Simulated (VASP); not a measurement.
# K in VASP: a series of runs

Runs on K. Level: PBE. Tasks: single point.

Everything below comes from runs of VASP 6.6.1. Logs are shortened: lines on timing, memory, paths and dates and some standing lists are left out, and cuts for length are marked.

## 1. The cell of the first run

The structure is cubic, space group Pm-3m (No. 221). Conventional cell: a = 4.181 Å, b = 4.181 Å, c = 4.181 Å, α = 90.00°, β = 90.00°, γ = 90.00°. Within 5.5 Å of K (site symmetry m-3m) lie 6 K at 4.18 Å.

## 2. Single point, PBE (strain -0.030 along x and y, -0.030 along z)

INCAR reads:

```
SYSTEM = K
ALGO = Normal
EDIFF = 1E-7
ENCUT = 520
GGA = PE
ISIF = 2
ISMEAR = 0
LASPH = .True.
LCHARG = .False.
LREAL = .False.
LWAVE = .False.
NBANDS = 10
NELM = 60
PREC = Accurate
SIGMA = 0.15
```

KPOINTS reads:

```
k-points
0
Gamma
  12 12 12
  0 0 0
```

POSCAR reads:

```
K
1.0
    4.1811263053      0.0000000000      0.0000000000
    0.0000000000      4.1811263053      0.0000000000
    0.0000000000      0.0000000000      4.1811263053
K
1
Direct
    0.0000000000      0.0000000000      0.0000000000
```

Potentials or basis: VASP PAW PBE potentials, release 64 (K_sv).

Run with:

```sh
$ cat potpaw_PBE.64/K_sv/POTCAR > POTCAR
$ mpirun -np 1 vasp_std > vasp.out
```

OUTCAR:

```text
SYSTEM = K
   EDIFF = 1E-7
   ENCUT = 520
   GGA = PE
   ISIF = 2
   ISMEAR = 0
   LASPH = .True.
   LREAL = .False.
   NELM = 60
   PREC = Accurate

 ion  position               nearest neighbor table
   1  0.000  0.000  0.000-

  LATTYP: Found a simple cubic cell.
 ALAT       =     4.1811263053

  Lattice vectors:

 A1 = (   4.1811263053,   0.0000000000,   0.0000000000)
 A2 = (   0.0000000000,   4.1811263053,   0.0000000000)
 A3 = (   0.0000000000,   0.0000000000,   4.1811263053)

Analysis of symmetry for initial positions (statically):
=====================================================================
 Subroutine PRICEL returns:
 Original cell was already a primitive cell.

 Routine SETGRP: Setting up the symmetry group for a
 simple cubic supercell.

 Subroutine GETGRP returns: Found 48 space group operations
 (whereof 48 operations were pure point group operations)
 out of a pool of 48 trial point group operations.

The static configuration has the point symmetry O_h .

Analysis of symmetry for dynamics (positions and initial velocities):
=====================================================================
 Subroutine PRICEL returns:
 Original cell was already a primitive cell.

 Routine SETGRP: Setting up the symmetry group for a
 simple cubic supercell.

 Subroutine GETGRP returns: Found 48 space group operations
 (whereof 48 operations were pure point group operations)
 out of a pool of 48 trial point group operations.

The dynamic configuration has the point symmetry O_h .

 Subroutine INISYM returns: Found 48 space group operations
 (whereof 48 operations are pure point group operations),
 and found     1 'primitive' translations

----------------------------------------------------------------------------------------

                                     Primitive cell

  volume of cell :      73.0937

  direct lattice vectors                    reciprocal lattice vectors
     4.181126305  0.000000000  0.000000000     0.239170005  0.000000000  0.000000000
     0.000000000  4.181126305  0.000000000     0.000000000  0.239170005  0.000000000
     0.000000000  0.000000000  4.181126305     0.000000000  0.000000000  0.239170005

  length of vectors
     4.181126305  4.181126305  4.181126305     0.239170005  0.239170005  0.239170005

[... 79 lines left out ...]
   LREAL  =      F    real-space projection
   EDIFFG = 0.1E-05   stopping-criterion for IOM
   NSW    =      0    number of steps for IOM
   IBRION =     -1    ionic relax: 0-MD 1-quasi-New 2-CG
   NFREE  =      0    steps in history (QN), initial steepest desc. (CG)
   ISIF   =      2    stress and relaxation
   ISYM   =      2    0-nonsym 1-usesym 2-fastsym
   POTIM  = 0.5000    time-step for ionic-motion
   TEBEG  =    0.0;   TEEND  =   0.0 temperature during run
   PSTRESS=    0.0 pullay stress
   NELECT =       9.0000    total number of electrons
   NUPDOWN=      -1.0000    fix difference up-down
   EMIN   =  10.00;   EMAX   =-10.00  energy-range for DOS
   EFERMI =   0.00;   METHOD = LEGACY
   ISMEAR =     0;   SIGMA  =   0.15  broadening in eV -4-tet -1-fermi 0-gaus
   EFERMI_NEDOS =   21; number of points for ismear=-14 and -15
   IALGO  =     38    algorithm
   IMIX   =      4    mixing-type and parameters
     AMIX     =   0.40;   BMIX     =  1.00
     AMIX_MAG =   1.60;   BMIX_MAG =  1.00
  volume/ion in A,a.u.               =      73.09       493.26
  Fermi-wavevector in a.u.,A,eV,Ry     =   0.814446  1.539080  9.025051  0.663323
  Thomas-Fermi vector in A             =   1.924355
   LORBIT       =      0    0 simple, 1 ext, 2 COOP (PROOUT), +10 PAW based schemes
   GGA     = PE    functional components
   LHFCALC =     F    Hartree Fock is set to
   AEXX    =    0.0000 exact exchange contribution
   IVDW    =     0    specifies the selected vdW correction
   LEPSILON=     F    determine dielectric tensor
   LRPA    =     F    only Hartree local field effects (RPA)
 non-spin polarized calculation
 Gauss-broadening in eV      SIGMA  =   0.15
  energy-cutoff  :      520.00
  volume of cell :       73.09
 maximum number of plane-waves:      1988
 NGX is ok and might be reduce to    32
   NGX = 15   NGY = 15   NGZ = 15

 number of electron       8.9999998 magnetization

 Free energy of the ion-electron system (eV)
  ---------------------------------------------------
  ext. energy  EPLUGINS =         0.00000000
  ---------------------------------------------------
  free energy    TOTEN  =        -0.94224734 eV

  energy without entropy =       -0.93317518  energy(sigma->0) =       -0.93771126

 E-fermi :  -0.0666     XC(G=0):  -5.6581

 val. band max:       -0.1004429415   @ k =   0.5000   0.0000   0.0000
 cond. band min:      -0.0598172335   @ k =   0.4167   0.2500   0.0833
 fundamental gap:      0.0406257080
 Fermi energy:        -0.0665748274

 k-point     1 :       0.0000    0.0000    0.0000
  band No.  band energies     occupation
      1     -32.3883      2.00000
      2     -15.8197      2.00000
      3     -15.8197      2.00000
      4     -15.8197      2.00000
      5      -2.2479      2.00000
      6       2.8269      0.00000
      7       2.8269      0.00000
      8       6.2615      0.00000
      9       6.2615      0.00000
     10       6.2615      0.00000
[... 287 lines left out ...]
 k-point    24 :       0.4167    0.3333    0.0000
  band No.  band energies     occupation
      1     -32.3781      2.00000
      2     -15.9138      2.00000
      3     -15.8917      2.00000
      4     -15.8038      2.00000
      5       0.2441      0.00340
      6       1.4703      0.00000
      7       2.5922      0.00000
      8       3.4720      0.00000
      9       5.0465      0.00000
     10       5.3473      0.00000

 [... further k-points ...]

------------------------ aborting loop because EDIFF is reached ----------------------------------------

  FORCE on cell =-STRESS in cart. coord.  units (eV):
  Direction    XX          YY          ZZ          XY          YZ          ZX
  --------------------------------------------------------------------------------------
  -------------------------------------------------------------------------------------
  Total        0.1152481      0.1152481      0.1152481      0.0000000      0.0000000     -0.0000000
  in kB        2.5261818      2.5261818      2.5261818      0.0000000      0.0000000     -0.0000000
  external PRESSURE =       2.5261818 kB  Pullay stress =       0.0000000 kB

 VOLUME and BASIS-vectors are now :
 -----------------------------------------------------------------------------
  energy-cutoff  :      520.00
  volume of cell :       73.09
      direct lattice vectors                 reciprocal lattice vectors
     4.181126305  0.000000000  0.000000000     0.239170005  0.000000000  0.000000000
     0.000000000  4.181126305  0.000000000     0.000000000  0.239170005  0.000000000
     0.000000000  0.000000000  4.181126305     0.000000000  0.000000000  0.239170005

 POSITION                                       TOTAL-FORCE (eV/Angst)
 -----------------------------------------------------------------------------------
      0.00000      0.00000      0.00000         0.000000      0.000000      0.000000
 -----------------------------------------------------------------------------------
    total drift:                                0.000000      0.000000      0.000000

  FREE ENERGIE OF THE ION-ELECTRON SYSTEM (eV)
  ---------------------------------------------------
  free  energy   TOTEN  =        -0.9422473420 eV

  energy  without entropy=       -0.9331751774  energy(sigma->0) =       -0.93771126
```

OSZICAR:

```text
N       E                     dE             d eps       ncg     rms          rms(c)
DAV:   1     0.479437347669E+02    0.47944E+02   -0.36437E+03  1688   0.696E+02
DAV:   2     0.840240063122E+00   -0.47103E+02   -0.46252E+02  1824   0.192E+02
DAV:   3    -0.871186945812E+00   -0.17114E+01   -0.17032E+01  2566   0.296E+01
DAV:   4    -0.942558914764E+00   -0.71372E-01   -0.71139E-01  2358   0.501E+00
DAV:   5    -0.944158885549E+00   -0.16000E-02   -0.15997E-02  2580   0.598E-01    0.199E+00
DAV:   6    -0.942898264455E+00    0.12606E-02   -0.21382E-03  2444   0.299E-01    0.126E+00
DAV:   7    -0.942199606596E+00    0.69866E-03   -0.40376E-03  2272   0.386E-01    0.769E-02
DAV:   8    -0.942239657305E+00   -0.40051E-04   -0.34827E-04  2350   0.181E-01    0.317E-02
DAV:   9    -0.942251633997E+00   -0.11977E-04   -0.19151E-05  2460   0.407E-02    0.167E-02
DAV:  10    -0.942247700800E+00    0.39332E-05   -0.12186E-05  2218   0.285E-02    0.293E-03
DAV:  11    -0.942247499024E+00    0.20178E-06   -0.41578E-07  2342   0.398E-03    0.877E-04
DAV:  12    -0.942247321736E+00    0.17729E-06   -0.61976E-08  1928   0.143E-03    0.390E-04
DAV:  13    -0.942247341983E+00   -0.20248E-07   -0.16953E-09  1030   0.279E-04
   1 F= -.94224734E+00 E0= -.93771126E+00  d E =-.907216E-02
```

It took 28 s on 1 thread of Intel Xeon Platinum 8259CL at 2.50GHz (Skylake/Cascade Lake), shared host; peak memory 0.2 GiB.

Results:

```yaml
Free_energy: -0.9422 eV
Pressure: 0.3 GPa
```

Caveat: the cell differs from its parent crystal (strain -0.030 along x and y, -0.030 along z).

## 3. Single point, PBE (strain -0.030 along x and y, +0.000 along z)

INCAR reads:

```
PREC = Accurate
ENCUT = 520
EDIFF = 1E-7
ISMEAR = 0
SIGMA = 0.15
LREAL = False
LASPH = True
NELM = 100
ALGO = Fast
ISIF = 2
LWAVE = False
LCHARG = False
GGA = PE
NBANDS = 10
```

KPOINTS reads:

```
Automatic mesh
0
Gamma
  12 12 12
```

Edit POSCAR of step 2 so:

```diff
@@ -4,3 +4,3 @@
     0.0000000000      4.1811263053      0.0000000000
-    0.0000000000      0.0000000000      4.1811263053
+    0.0000000000      0.0000000000      4.3104394900
 K
```

Potentials or basis: VASP PAW PBE potentials, release 64 (K_sv).

Run with:

```sh
$ cat potpaw_PBE.64/K_sv/POTCAR > POTCAR
$ mpirun -np 1 vasp_std > vasp.out
```

Wall time 2.9 min (1 thread of Intel Xeon Platinum 8259CL at 2.50GHz (Skylake/Cascade Lake), shared host); peak memory 0.27 GiB.

Results (log left out):

```
Free energy : -0.9438 eV
Pressure    : 0.1 GPa
```

Stress tensor (GPa, compression positive):
```
 0.25  0.00  0.00
 0.00  0.25  0.00
 0.00  0.00 -0.05
```

Levels at points of the mesh, in eV from the Fermi level:
```
           k point  band 1  band 2  band 3  band 4  band 5  band 6  band 7  band 8  band 9
(0.00, 0.00, 0.00)  -32.33  -15.77  -15.76  -15.76   -2.14    2.85    2.93    6.24    6.24
(0.50, 0.00, 0.00)  -32.33  -15.88  -15.76  -15.75    0.01    0.21    3.53    4.54    4.77
(0.50, 0.50, 0.00)  -32.32  -15.86  -15.86  -15.75    1.10    2.25    2.34    2.34    5.03
(0.00, 0.00, 0.50)  -32.33  -15.85  -15.76  -15.76   -0.15    0.11    3.48    4.82    4.82
(0.50, 0.00, 0.50)  -32.32  -15.86  -15.84  -15.75    1.09    2.10    2.17    2.22    5.16
(0.50, 0.50, 0.50)  -32.32  -15.85  -15.85  -15.83    2.19    2.32    2.32    4.33    4.50
```

Caveat: the cell differs from its parent crystal (strain -0.030 along x and y, +0.000 along z).

## 4. Single point, PBE (strain +0.000 along x and y, -0.030 along z)

INCAR reads:

```
SYSTEM = K
ALGO = Fast ; EDIFF = 1E-6
ENCUT = 520 ; GGA = PE
ISIF = 2 ; ISMEAR = 0
LASPH = .True. ; LCHARG = .False.
LREAL = .False. ; LWAVE = .False.
NBANDS = 10 ; NELM = 100
PREC = Accurate ; SIGMA = 0.15
```

KPOINTS reads:

```
k-points
0
Gamma
  12 12 12
  0 0 0
```

POSCAR reads:

```
K
1.0
    4.3104394900      0.0000000000      0.0000000000
    0.0000000000      4.3104394900      0.0000000000
    0.0000000000      0.0000000000      4.1811263053
K
1
Direct
    0.0000000000      0.0000000000      0.0000000000
```

Run with:

```sh
$ cat potpaw_PBE.64/K_sv/POTCAR > POTCAR
$ mpirun -np 1 vasp_std > vasp.out
```

It took 78 s on 1 thread of Intel Xeon Platinum 8259CL at 2.50GHz (Skylake/Cascade Lake), shared host; peak memory 0.27 GiB.

The run converged. Its results:

```
Free energy : -0.9454 eV
Pressure    : 0.1 GPa
```

Stress tensor (GPa, compression positive):
```
-0.04  0.00  0.00
 0.00 -0.04  0.00
 0.00  0.00  0.25
```

Levels at points of the mesh, in eV from the Fermi level:
```
           k point  band 2  band 3  band 4  band 5  band 6  band 7
(0.00, 0.00, 0.00)  -15.78  -15.78  -15.77   -2.10    2.85    2.92
(0.50, 0.00, 0.00)  -15.87  -15.77  -15.77   -0.10    0.14    3.48
(0.50, 0.50, 0.00)  -15.85  -15.85  -15.76    1.10    2.00    2.10
(0.00, 0.00, 0.50)  -15.89  -15.77  -15.77    0.06    0.24    3.54
(0.50, 0.00, 0.50)  -15.88  -15.85  -15.76    1.13    2.15    2.21
(0.50, 0.50, 0.50)  -15.87  -15.84  -15.84    2.24    2.24    2.37
```

Caveat: the cell differs from its parent crystal (strain +0.000 along x and y, -0.030 along z).

[end of part 1 of 2]
